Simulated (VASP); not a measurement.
Crystal: Ti3BiO3.

```
Ti Bi O
1.0
     6.30000    0.00000    0.00000
    -3.15000    5.45596    0.00000
     0.00000    0.00000    2.80000
Ti Bi O
3 1 3
Direct
  0.60000 0.80000 0.50000
  0.20000 0.80000 0.50000
  0.20000 0.40000 0.50000
  0.00000 0.00000 0.00000
  0.50000 0.00000 0.00000
  0.00000 0.50000 0.00000
  0.50000 0.50000 0.00000
```

| Quantity | Value |
| --- | --- |
| Program | VASP 6.6.1 |
| Task | relaxation of cell and atoms |
| Functional | PBE |
| Potentials or basis | VASP PAW PBE potentials, release 64 (Ti_sv, Bi_d, O) |
| Cutoff | 600 eV |
| k mesh | 2 × 2 × 4 |
| Occupations | gaussian, width 0.15 eV |
| Spin | collinear spin |
| Starting moments | [1.0, 1.0, 1.0, 0.0, 0.0, 0.0, 0.0] μB |

At the start: pressure 17.4 GPa; volume 13.75 Å³/atom.

Question: Where does the relaxation end?

Answer: Over 9 steps the energy falls by 618.9 meV/atom and the volume is 18.19 Å³/atom (+32.3 %); space group P-6m2 (No. 187, to 0.1 Å) before and after; moment 0.00 μB per cell.

The path:
| step | energy change (eV) | largest force (eV/Å) | pressure (GPa) | volume (Å³) |
| --- | --- | --- | --- | --- |
| 1 | 0.0000 | 3.4254 | 17.40 | 96.24 |
| 2 | -2.3272 | 3.1256 | -6.21 | 118.57 |
| 3 | -2.4007 | 3.0399 | -8.65 | 122.89 |
| 4 | -4.2000 | 0.8462 | -0.33 | 122.96 |
| 5 | -4.2958 | 0.2257 | 2.67 | 122.91 |
| 6 | -4.2956 | 0.2362 | 3.00 | 122.90 |
| 7 | -4.3115 | 0.5626 | -1.26 | 128.84 |
| 8 | -4.3277 | 0.2402 | 0.43 | 126.33 |
| 9 | -4.3324 | 0.0312 | -0.17 | 127.33 |

Final structure:
```yaml
crystal:
  lattice:
    - [7.14618, 0.00000, 0.00000]
    - [-3.57309, 6.18877, 0.00000]
    - [0.00000, 0.00000, 2.87898]
  atoms:
    - { symbol: Ti, position: [0.57675, 0.78838, 0.50000] }
    - { symbol: Ti, position: [0.21162, 0.78838, 0.50000] }
    - { symbol: Ti, position: [0.21162, 0.42325, 0.50000] }
    - { symbol: Bi, position: [0.00000, 0.00000, 0.00000] }
    - { symbol: O, position: [0.45501, 0.91001, 0.00000] }
    - { symbol: O, position: [0.08999, 0.54499, 0.00000] }
    - { symbol: O, position: [0.45501, 0.54499, 0.00000] }
```

Caveat: the k points lie up to 0.55 Å⁻¹ apart in the final cell; the volume moved by over 15 % at a fixed basis, so the end points are rough.
